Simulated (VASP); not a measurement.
# In4PtSe (P4/mmm) in VASP: notebook

The runs below take In4PtSe through single point, with PBE.

All numbers are computed with VASP 6.6.1; they aren't measurements. Logs are shortened: lines on timing, memory, paths and dates and some standing lists are left out, and cuts for length are marked.

### 1 The cell of the first run

It takes space group P4/mmm (No. 123, tetragonal). The conventional cell has a = 4.769 Å, b = 4.769 Å, c = 7.228 Å, α = 90.00°, β = 90.00°, γ = 90.00°. In (site symmetry 2mm) has 2 Pt at 2.86 Å and 2 Se at 3.14 Å and 5 In at 3.15 to 3.37 Å within 3.8 Å. Pt (site symmetry 4/mmm) has 8 In at 2.86 Å within 3.8 Å. Se (site symmetry 4/mmm) has 8 In at 3.14 Å within 4.1 Å.

### 2 Single point, PBE (27.40 Å³/atom)

INCAR reads:

```
PREC     = Accurate       # precision mode
ENCUT    = 500            # plane-wave cutoff, eV
EDIFF    = 1E-6           # SCF threshold, eV
ISMEAR   = 0              # smearing method
SIGMA    = 0.1            # smearing width, eV
LREAL    = False          # projectors in reciprocal space
LASPH    = True           # aspherical terms in the spheres
NELM     = 120            # most SCF steps
ALGO     = Normal         # electronic algorithm
ISIF     = 2              # what is computed and relaxed
LWAVE    = False          # write WAVECAR
LCHARG   = False          # write CHGCAR
GGA      = PE             # functional
NBANDS   = 43             # bands
GGA_COMPAT= False
```

KPOINTS reads:

```
Automatic mesh
0
Gamma
  8 8 6
```

POSCAR reads:

```
In4PtSe
1.0
    4.7693328068      0.0000000000      0.0000000000
    0.0000000000      4.7693328068      0.0000000000
    0.0000000000      0.0000000000      7.2280356331
In Pt Se
4 1 1
Direct
    0.0000000000      0.5000000000      0.7818157622
    0.5000000000      0.0000000000      0.7818157622
    0.0000000000      0.5000000000      0.2181842378
    0.5000000000      0.0000000000      0.2181842378
    0.0000000000      0.0000000000      0.0000000000
    0.5000000000      0.5000000000      0.5000000000
```

Potentials or basis: VASP PAW PBE potentials, release 64 (In_d, Pt, Se).

Run with:

```
cat potpaw_PBE.64/In_d/POTCAR potpaw_PBE.64/Pt/POTCAR potpaw_PBE.64/Se/POTCAR > POTCAR
mpirun -np 1 vasp_std > vasp.out
```

OUTCAR:

```text
PREC = Accurate
   ENCUT = 500
   EDIFF = 1E-6
   ISMEAR = 0
   LREAL = False
   LASPH = True
   NELM = 120
   ISIF = 2
   GGA = PE

 ion  position               nearest neighbor table
   1  0.000  0.500  0.782-   5 2.86   5 2.86   6 3.14   6 3.14   3 3.15   2 3.37   2 3.37   2 3.37
                             2 3.37
   2  0.500  0.000  0.782-   5 2.86   5 2.86   6 3.14   6 3.14   4 3.15   1 3.37   1 3.37   1 3.37
                             1 3.37
   3  0.000  0.500  0.218-   5 2.86   5 2.86   6 3.14   6 3.14   1 3.15   4 3.37   4 3.37   4 3.37
                             4 3.37
   4  0.500  0.000  0.218-   5 2.86   5 2.86   6 3.14   6 3.14   2 3.15   3 3.37   3 3.37   3 3.37
                             3 3.37
   5  0.000  0.000  0.000-   1 2.86   2 2.86   3 2.86   4 2.86   1 2.86   3 2.86   2 2.86   4 2.86

   6  0.500  0.500  0.500-   1 3.14   2 3.14   3 3.14   4 3.14   2 3.14   4 3.14   1 3.14   3 3.14

  LATTYP: Found a simple tetragonal cell.
 ALAT       =     4.7693328068
 C/A-ratio  =     1.5155234340

  Lattice vectors:

 A1 = (   4.7693328068,   0.0000000000,   0.0000000000)
 A2 = (   0.0000000000,   4.7693328068,   0.0000000000)
 A3 = (   0.0000000000,   0.0000000000,   7.2280356331)

Analysis of symmetry for initial positions (statically):
=====================================================================
 Subroutine PRICEL returns:
 Original cell was already a primitive cell.

 Routine SETGRP: Setting up the symmetry group for a
 simple tetragonal supercell.

 Subroutine GETGRP returns: Found 16 space group operations
 (whereof 16 operations were pure point group operations)
 out of a pool of 16 trial point group operations.

The static configuration has the point symmetry D_4h.

Analysis of symmetry for dynamics (positions and initial velocities):
=====================================================================
 Subroutine PRICEL returns:
 Original cell was already a primitive cell.

 Routine SETGRP: Setting up the symmetry group for a
 simple tetragonal supercell.

 Subroutine GETGRP returns: Found 16 space group operations
 (whereof 16 operations were pure point group operations)
 out of a pool of 16 trial point group operations.

The dynamic configuration has the point symmetry D_4h.

 Subroutine INISYM returns: Found 16 space group operations
 (whereof 16 operations are pure point group operations),
 and found     1 'primitive' translations
[... 98 lines left out ...]
   LNONCOLLINEAR =      F non collinear calculations
   LSORBIT =      F    spin-orbit coupling
   LASPH  =      T    aspherical Exc in radial PAW
   ENCUT  =  500.0 eV  36.75 Ry    6.06 a.u.   8.70  8.70 13.18*2*pi/ulx,y,z
   NELM   =    120;   NELMIN=  2; NELMDL= -5     # of ELM steps
   EDIFF  = 0.1E-05   stopping-criterion for ELM
   LREAL  =      F    real-space projection
   EDIFFG = 0.1E-04   stopping-criterion for IOM
   NSW    =      0    number of steps for IOM
   IBRION =     -1    ionic relax: 0-MD 1-quasi-New 2-CG
   NFREE  =      0    steps in history (QN), initial steepest desc. (CG)
   ISIF   =      2    stress and relaxation
   ISYM   =      2    0-nonsym 1-usesym 2-fastsym
   POTIM  = 0.5000    time-step for ionic-motion
   TEBEG  =    0.0;   TEEND  =   0.0 temperature during run
   PSTRESS=    0.0 pullay stress
   NELECT =      68.0000    total number of electrons
   NUPDOWN=      -1.0000    fix difference up-down
   EMIN   =  10.00;   EMAX   =-10.00  energy-range for DOS
   EFERMI =   0.00;   METHOD = LEGACY
   ISMEAR =     0;   SIGMA  =   0.10  broadening in eV -4-tet -1-fermi 0-gaus
   EFERMI_NEDOS =   21; number of points for ismear=-14 and -15
   IALGO  =     38    algorithm
   IMIX   =      4    mixing-type and parameters
     AMIX     =   0.40;   BMIX     =  1.00
     AMIX_MAG =   1.60;   BMIX_MAG =  1.00
  volume/ion in A,a.u.               =      27.40       184.92
  Fermi-wavevector in a.u.,A,eV,Ry     =   1.219736  2.304967 20.242159  1.487757
  Thomas-Fermi vector in A             =   2.354978
   LORBIT       =      0    0 simple, 1 ext, 2 COOP (PROOUT), +10 PAW based schemes
   GGA     = PE    functional components
   LHFCALC =     F    Hartree Fock is set to
   AEXX    =    0.0000 exact exchange contribution
   IVDW    =     0    specifies the selected vdW correction
   LEPSILON=     F    determine dielectric tensor
   LRPA    =     F    only Hartree local field effects (RPA)
 non-spin polarized calculation
 Gauss-broadening in eV      SIGMA  =   0.10
  energy-cutoff  :      500.00
  volume of cell :      164.41
 maximum number of plane-waves:      4226
 NGX is ok and might be reduce to    36
   NGX = 17   NGY = 17   NGZ = 27

 number of electron      68.0000037 magnetization

 Free energy of the ion-electron system (eV)
  ---------------------------------------------------
  ext. energy  EPLUGINS =         0.00000000
  ---------------------------------------------------
  free energy    TOTEN  =       -21.50480494 eV

  energy without entropy =      -21.49590440  energy(sigma->0) =      -21.50035467

 E-fermi :   5.9547     XC(G=0):  -9.6350

 val. band max:        5.9275739964   @ k =   0.5000   0.3750   0.1667
 cond. band min:       5.9602338021   @ k =   0.1250   0.0000   0.0000
 fundamental gap:      0.0326598057
 Fermi energy:         5.9546749339

 k-point     1 :       0.0000    0.0000    0.0000
  band No.  band energies     occupation
      1      -8.8171      2.00000
      2      -8.7767      2.00000
      3      -8.7479      2.00000
      4      -8.7457      2.00000
      5      -8.6922      2.00000
      6      -8.6922      2.00000
[... 1093 lines left out ...]
     42      10.5999      0.00000
     43      10.6862      0.00000

 [... further k-points ...]
[... 5 lines left out ...]
  --------------------------------------------------------------------------------------
  -------------------------------------------------------------------------------------
  Total       -1.2818943     -1.2818943     -1.1691264      0.0000000      0.0000000     -0.0000000
  in kB      -12.4918642    -12.4918642    -11.3929579      0.0000000      0.0000000     -0.0000000
  external PRESSURE =     -12.1255621 kB  Pullay stress =       0.0000000 kB

 VOLUME and BASIS-vectors are now :
 -----------------------------------------------------------------------------
  energy-cutoff  :      500.00
  volume of cell :      164.41
      direct lattice vectors                 reciprocal lattice vectors
     4.769332807  0.000000000  0.000000000     0.209672933  0.000000000  0.000000000
     0.000000000  4.769332807  0.000000000     0.000000000  0.209672933  0.000000000
     0.000000000  0.000000000  7.228035633     0.000000000  0.000000000  0.138350176

 POSITION                                       TOTAL-FORCE (eV/Angst)
 -----------------------------------------------------------------------------------
      0.00000      2.38467      5.65099        -0.000000     -0.000000     -0.000044
      2.38467      0.00000      5.65099         0.000000     -0.000000     -0.000044
      0.00000      2.38467      1.57704         0.000000     -0.000000      0.000044
      2.38467      0.00000      1.57704         0.000000      0.000000      0.000044
      0.00000      0.00000      0.00000         0.000000     -0.000000      0.000000
      2.38467      2.38467      3.61402         0.000000     -0.000000      0.000000
 -----------------------------------------------------------------------------------
    total drift:                                0.000000      0.000000     -0.000000

  FREE ENERGIE OF THE ION-ELECTRON SYSTEM (eV)
  ---------------------------------------------------
  free  energy   TOTEN  =       -21.5048049411 eV

  energy  without entropy=      -21.4959043969  energy(sigma->0) =      -21.50035467
```

OSZICAR:

```text
N       E                     dE             d eps       ncg     rms          rms(c)
DAV:   1     0.703019178432E+03    0.70302E+03   -0.30766E+04  5168   0.191E+03
DAV:   2     0.760849897646E+02   -0.62693E+03   -0.60889E+03  5168   0.497E+02
DAV:   3    -0.164460890809E+02   -0.92531E+02   -0.89017E+02  5984   0.198E+02
DAV:   4    -0.218789979301E+02   -0.54329E+01   -0.53574E+01  6162   0.483E+01
DAV:   5    -0.220814466008E+02   -0.20245E+00   -0.20215E+00  7383   0.879E+00    0.800E+00
DAV:   6    -0.216001888354E+02    0.48126E+00   -0.70433E-01  6809   0.793E+00    0.410E+00
DAV:   7    -0.215091360505E+02    0.91053E-01   -0.44161E-01  7003   0.429E+00    0.128E+00
DAV:   8    -0.215034573539E+02    0.56787E-02   -0.86543E-02  6019   0.215E+00    0.675E-01
DAV:   9    -0.215034340509E+02    0.23303E-04   -0.88041E-03  7130   0.696E-01    0.375E-01
DAV:  10    -0.215043988300E+02   -0.96478E-03   -0.24559E-03  5838   0.253E-01    0.105E-01
DAV:  11    -0.215047176519E+02   -0.31882E-03   -0.57717E-04  6370   0.132E-01    0.471E-02
DAV:  12    -0.215047578041E+02   -0.40152E-04   -0.78226E-05  6032   0.488E-02    0.219E-02
DAV:  13    -0.215047988627E+02   -0.41059E-04   -0.63955E-05  5170   0.257E-02    0.803E-03
DAV:  14    -0.215048043615E+02   -0.54988E-05   -0.81265E-06  4798   0.137E-02    0.309E-03
DAV:  15    -0.215048049411E+02   -0.57960E-06   -0.16156E-06  4442   0.571E-03
   1 F= -.21504805E+02 E0= -.21500355E+02  d E =-.890054E-02
```

Wall time 11 min (1 thread of Oxide Virtual Turin-like, shared host); peak memory 0.45 GiB.

What came out:

```
Free energy            : -21.5048 eV
Pressure               : -1.2 GPa
Band gap on the k mesh : zero (bands 34 and 35 overlap by 1.90 eV)
```

Caveat: spin-orbit coupling is left out, which moves the levels of the heavy elements.

(Part 1 of 2 ends here.)

The gap in the log of VASP goes by the Fermi energy; the results here count the filled bands.